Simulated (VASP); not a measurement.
Here is a VASP 6.6.1 calculation.

File INCAR:

```
SYSTEM = HgF3
PREC = Accurate ; ENCUT = 600
EDIFF = 1E-7 ; ISMEAR = -1
SIGMA = 0.05 ; LREAL = .False.
LASPH = .True. ; NELM = 100
ALGO = Normal ; ISIF = 3
LWAVE = .False. ; LCHARG = .False.
GGA = PS ; IBRION = 2
NSW = 60 ; EDIFFG = -0.03
```

The input KPOINTS:

```
Automatic mesh
0
Gamma
  7 7 7
  0 0 0
```

The input POSCAR:

```
HgF3
1.0
    3.6100000000      0.0000000000      0.0000000000
    0.0000000000      3.6100000000      0.0000000000
    0.0000000000      0.0000000000      3.6100000000
Hg F
1 3
Direct
    0.0000000000      0.0000000000      0.0000000000
    0.0000000000      0.5000000000      0.5000000000
    0.5000000000      0.0000000000      0.5000000000
    0.5000000000      0.5000000000      0.0000000000
```

Potentials or basis: VASP PAW PBE potentials, release 64 (Hg, F).

Launch:

```console
$ cat potpaw_PBE.64/Hg/POTCAR potpaw_PBE.64/F/POTCAR > POTCAR
$ mpirun -np 1 vasp_std > vasp.out
```

Task: Predict the relaxed cell.

Result: a = 3.575 Å, b = 3.575 Å, c = 3.575 Å, α = 90.00°, β = 90.00°, γ = 90.00°.

Task: Estimate the relaxed volume.

Result: 11.42 Å³/atom.

Task: Estimate the space group after relaxing (to 0.05 Å).

Result: Pm-3m (No. 221).

Final structure:
```yaml
crystal:
  lattice:
    - [3.57450, 0.00000, 0.00000]
    - [0.00000, 3.57450, 0.00000]
    - [0.00000, 0.00000, 3.57450]
  atoms:
    - { symbol: Hg, position: [0.00000, 0.00000, 0.00000] }
    - { symbol: F, position: [0.00000, 0.50000, 0.50000] }
    - { symbol: F, position: [0.50000, 0.00000, 0.50000] }
    - { symbol: F, position: [0.50000, 0.50000, 0.00000] }
```

Caveat: the PAW data sets were made with another functional, which shifts forces and pressure a little; an odd number of electrons without spin polarisation forces a metal; a magnetic or distorted state may lie lower.
